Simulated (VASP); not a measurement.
**Cu: electric field gradients with PBEsol**

Cu:

```
CELL_PARAMETERS angstrom
-0.01808 1.79846 1.79846
1.79846 -0.01808 1.79846
1.79846 1.79846 -0.01808
ATOMIC_POSITIONS crystal
Cu 0.00000 0.00000 0.00000
```

This cell differs from its parent crystal: equal xy, yz and zx shear strains of -1 %.

```yaml
Program: VASP 6.6.1
Task: electric field gradients
Functional: PBEsol
Potentials_or_basis: VASP PAW PBE potentials, release 64 (Cu)
Cutoff: 520 eV
k_mesh: 17 × 17 × 17
Occupations: fermi-dirac, width 0.03 eV
Spin: no spin polarisation
Dipole_correction: no
Further_INCAR_settings: ALGO = Normal; EDIFF = 1e-08; NBANDS = 12
```

```yaml
Pressure: -5.9 GPa
```

Stress tensor (GPa, compression positive):
```
-5.93  0.71  0.71
 0.71 -5.93  0.71
 0.71  0.71 -5.93
```

Levels at points of the mesh, in eV from the Fermi level:
| k point | band 4 | band 5 | band 6 | band 7 | band 8 | band 9 |
| --- | --- | --- | --- | --- | --- | --- |
| (0.00, 0.00, 0.00) | -3.04 | -2.26 | -2.26 | 22.49 | 24.89 | 24.89 |

Electric field gradients, principal values (V/Å²):
```tsv
atom	least	middle	greatest (by size)
1 Cu	0.398	0.398	-0.797
```

It took 30 s on 1 thread of Intel(R) Xeon(R) 6975P-C (Granite Rapids) (shared host), peak memory 0.18 GiB.

Caveat: the cell differs from its parent crystal (equal xy, yz and zx shear strains of -1 %); without QUAD_EFG the Cq values of the log hold for a quadrupole moment of 1 mb, not for the nuclei; the PAW data sets were made with another functional, which shifts forces and pressure a little.
